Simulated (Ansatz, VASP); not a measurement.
# One calculation of Mo3Pb, two programs

```
CELL_PARAMETERS angstrom
-2.02600 2.02600 4.25531
2.02600 -2.02600 4.25531
2.02600 2.02600 -4.25531
ATOMIC_POSITIONS crystal
Mo 0.50000 0.50000 0.00000
Mo 0.25000 0.75000 0.50000
Mo 0.75000 0.25000 0.50000
Pb 0.00000 0.00000 0.00000
```

Alike in both runs: functional PBE; k mesh 6 × 6 × 6; occupations gaussian, width 0.1 eV; no spin polarisation.

Ansatz relaxed the structure, and its values are those at the end. VASP's run is a single point on that final structure, the one shown.

```csv
,VASP,Ansatz
version,VASP 6.6.1,Ansatz 0.2.0
potentials or method,"VASP PAW PBE potentials, release 64 (Mo_sv, Pb_d), cutoff 520 eV","scalar-relativistic, plane waves, PAW"
valence electrons in the cell,56,56
```

```csv
,VASP,Ansatz,Ansatz less VASP
gap on the k mesh at the Fermi level (eV),none,none,-
pressure (GPa),0.5,0.2,-0.28
```

A gap of «none» marks a metal or a gap that the smearing closes. The functional is the same, so the differences come from potentials, cutoffs and numerics.

The k mesh is coarse, so the values compare programs but aren't converged. Neither program's run includes spin-orbit coupling.
